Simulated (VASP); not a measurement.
A run of VASP 6.6.1 is set up as follows.

File INCAR:

```
  PREC = Accurate
  ENCUT = 600
  EDIFF = 1E-6
  ISMEAR = 1
  SIGMA = 0.3
  LREAL = F
  LASPH = T
  NELM = 200
  ALGO = Normal
  ISIF = 2
  LWAVE = F
  LCHARG = T
  ISPIN = 2
  MAGMOM = 2.6 2.87 2.87 1.99
  LORBIT = 11
  LMAXMIX = 4
  GGA = PS
  LELF = T
  LVHAR = T
  NBANDS = 28
  GGA_COMPAT = F
```

File KPOINTS:

```
regular mesh
0
Gamma
  10 10 14
```

POSCAR

```
Fe3Co
1.0
    4.0235794450      0.0000000000      0.0000000000
    0.0000000000      4.0235794450      0.0000000000
    0.0000000000      0.0000000000      2.8277051700
Fe Co
3 1
Direct
    0.5000000000      0.5000000000      0.0000000000
    0.5000000000      0.0000000000      0.5000000000
    0.0000000000      0.5000000000      0.5000000000
    0.0000000000      0.0000000000      0.0000000000
```

Potentials or basis: VASP PAW PBE potentials, release 64 (Fe, Co).

The run is started by

```sh
$ cat potpaw_PBE.64/Fe/POTCAR potpaw_PBE.64/Co/POTCAR > POTCAR
$ mpirun -np 1 vasp_std > vasp.out
```

Question: What does it give for the pressure?

Answer: -8.0 GPa.

Question: Estimate the net moment.

Answer: 9.27 μB per cell.

Question: Estimate the site moments.

Answer: Fe +2.35, +2.58 (each value once); Co +1.74 μB.

Stress tensor (GPa, compression positive):
```
-8.05  0.00  0.00
 0.00 -8.05  0.00
 0.00  0.00 -7.89
```

Caveat: the cell stands under tension; the PAW data sets were made with another functional, which shifts forces and pressure a little.
